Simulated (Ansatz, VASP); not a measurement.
# AlNi in VASP and in Ansatz

INCAR

```
SYSTEM = AlNi
ALGO = Normal ; EDIFF = 1E-6
ENCUT = 600 ; GGA = PS
GGA_COMPAT = .False. ; ISIF = 2
ISMEAR = 0 ; LASPH = .True.
LCHARG = .False. ; LREAL = .False.
LWAVE = .False. ; NBANDS = 21
NELM = 120 ; PREC = Accurate
SIGMA = 0.15
```

File KPOINTS:

```
k-points
0
Gamma
  18 18 18
  0 0 0
```

The input POSCAR:

```
AlNi
1.0
   -2.8621655520      0.0000000000     -2.8621655520
    0.0000000000     -2.8621655520     -2.8621655520
   -2.8621655520     -2.8621655520      0.0000000000
Al Ni
2 2
Direct
    0.5000000000      0.5000000000      0.5000000000
    0.0000000000      0.0000000000      0.0000000000
    0.2552407870      0.2552407870      0.2447592130
    0.7447592130      0.7447592130      0.7552407870
```

Input for Ansatz:

```yaml
crystal:
  lattice:
    - [-2.862165552, 0.0, -2.862165552]
    - [0.0, -2.862165552, -2.862165552]
    - [-2.862165552, -2.862165552, 0.0]
  atoms:
    - { symbol: Al, position: [0.5, 0.5, 0.5] }
    - { symbol: Al, position: [0.0, 0.0, 0.0] }
    - { symbol: Ni, position: [0.255240787, 0.255240787, 0.244759213] }
    - { symbol: Ni, position: [0.744759213, 0.744759213, 0.755240787] }
basis:
  ecutwfc: 420
kpoints:
  mp_grid: { grid: [18, 18, 18] }
hamiltonian:
  xc: pbesol
scf:
  occupations: { method: gaussian, width: 0.15 }
output:
  forces: true
  stress: true
  eigenvalues: true
```

Change from the starting cell: mode 4 (170.3 1/cm) frozen in, largest displacement +0.030 Å.

Alike in both runs: task single point; functional PBEsol; k mesh 18 × 18 × 18; occupations gaussian, width 0.15 eV; no spin polarisation.

```csv
,VASP,Ansatz
version,VASP 6.6.1,Ansatz 0.2.0
potentials or method,"VASP PAW PBE potentials, release 64 (Al, Ni), cutoff 600 eV","scalar-relativistic, plane waves, PAW"
valence electrons in the cell,26,42
```

Ansatz gave:

- gap on the k mesh at the Fermi level (eV): none
- pressure (GPa): 0.1
- traceless stress, the component that is largest in VASP (GPa): 0.07
- rms of the force components (eV/Å): 0.077

**Question.** What did VASP give for the same quantities?

**Answer.** gap on the k mesh at the Fermi level (eV): none; pressure (GPa): 0.2; traceless stress, the component that is largest in VASP (GPa): 0.07; rms of the force components (eV/Å): 0.078.

VASP's potentials were made for PBE, not for PBEsol. Atom by atom the forces differ by 0.000 eV/Å (rms over components). A gap of «none» marks a metal or a gap that the smearing closes. With one functional, cell and mesh, what is left measures potentials, basis and numerics. VASP's potentials hold 26 valence electrons a cell and Ansatz's 42, so a difference there can come from the potentials and not from the codes.
